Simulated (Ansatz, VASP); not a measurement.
## Ga2PN: VASP beside Ansatz

The input POSCAR:

```
Ga2PN
1.0
    3.5309103171      0.0000000000      0.0000000000
    0.0000000000      3.5309103171      0.0000000000
    0.0000000000      0.0000000000      4.9571255162
N Ga P
1 2 1
Direct
    0.0000000000      0.0000000000      0.0000000000
    0.0000000000      0.5000000000      0.7927838361
    0.5000000000      0.0000000000      0.2072161639
    0.5000000000      0.5000000000      0.5000000000
```

File INCAR.step1:

```
SYSTEM = Ga2PN
ALGO = Normal ; EDIFF = 1E-4
ENCUT = 520 ; GGA = PE
ISMEAR = -1 ; LASPH = .TRUE.
LCHARG = .FALSE. ; LREAL = .FALSE.
LWAVE = .TRUE. ; NBANDS = 26
NELM = 80 ; PREC = Accurate
SIGMA = 0.02
```

File INCAR.step2:

```
SYSTEM = Ga2PN
ALGO = Normal ; EDIFF = 1E-6
ENCUT = 520 ; ISIF = 2
ISMEAR = -1 ; ISTART = 1
LASPH = .TRUE. ; LCHARG = .FALSE.
LMIXTAU = .TRUE. ; LREAL = .FALSE.
LWAVE = .FALSE. ; METAGGA = R2SCAN
NBANDS = 26 ; NELM = 80
PREC = Accurate ; SIGMA = 0.02
```

File KPOINTS:

```
k-points
0
G
  6 6 4
  0 0 0
```

Input for Ansatz:

```yaml
crystal:
  lattice:
    - [3.5309103171, 0.0, 0.0]
    - [0.0, 3.5309103171, 0.0]
    - [0.0, 0.0, 4.9571255162]
  atoms:
    - { symbol: "N", position: [0.0, 0.0, 0.0] }
    - { symbol: Ga, position: [0.0, 0.5, 0.7927838361] }
    - { symbol: P, position: [0.5, 0.5, 0.5] }
    - { symbol: Ga, position: [0.5, 0.0, 0.2072161639] }
kpoints:
  mp_grid: { grid: [6, 6, 4] }
hamiltonian:
  xc: r2scan
scf:
  occupations: { method: fermi_dirac, width: 0.02 }
  n_extra_bands: 5
output:
  forces: true
  stress: true
  eigenvalues: true
```

Alike in both runs: task single point; functional r2SCAN; k mesh 6 × 6 × 4; occupations fermi-dirac, width 0.02 eV; no spin polarisation.

|  | VASP | Ansatz |
| --- | --- | --- |
| version | VASP 6.6.1 | Ansatz 0.2.0 |
| potentials or method | VASP PAW PBE potentials, release 64 (N, Ga_d, P) | plane waves, PAW |
| plane-wave cutoff (eV) | 520 | 500 |
| valence electrons in the cell | 36 | 36 |

VASP gave:

* pressure (GPa): 0.2
* rms of the force components (eV/Å): 0.016

Q: What did Ansatz give for the same quantities?

A: Pressure (GPa): 0.0; rms of the force components (eV/Å): 0.007.

VASP's potentials were made for PBE, not for r2SCAN.
